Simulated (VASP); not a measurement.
A run of VASP 6.6.1:

File INCAR:

```
SYSTEM = Sc
PREC = Accurate
ENCUT = 520
EDIFF = 1E-7
ISMEAR = -1
SIGMA = 0.1
LREAL = .FALSE.
LASPH = .TRUE.
NELM = 150
ALGO = Normal
ISIF = 2
LWAVE = .FALSE.
LCHARG = .FALSE.
MAGMOM = 0 0 0 0 0 0
LORBIT = 11
LSORBIT = .TRUE.
GGA_COMPAT = .FALSE.
LORBMOM = .TRUE.
LMAXMIX = 4
GGA = RE
NBANDS = 34
```

The input KPOINTS:

```
regular mesh
0
G
  11 11 6
  0 0 0
```

File POSCAR:

```
Sc
1.0
    3.3471163504      0.0000000000      0.0000000000
   -1.6735581752      2.8986877889      0.0000000000
    0.0000000000      0.0000000000      5.2437824429
Sc
2
Direct
    0.3333333333      0.6666666667      0.2500000000
    0.6666666667      0.3333333333      0.7500000000
```

Potentials or basis: VASP PAW PBE potentials, release 64 (Sc_sv).

The run is started by

```sh
$ cat potpaw_PBE.64/Sc_sv/POTCAR > POTCAR
$ mpirun -np 1 vasp_ncl > vasp.out
```

Hardware: 1 thread of Intel(R) Xeon(R) 6975P-C (Granite Rapids), on a shared host.

**Question.** Estimate the wall time of this run.

**Answer.** Run time: 120 s on 1 thread of Intel(R) Xeon(R) 6975P-C (Granite Rapids), with other jobs on the host, peak memory 0.39 GiB. Counts: scf iterations 13, k points 64.
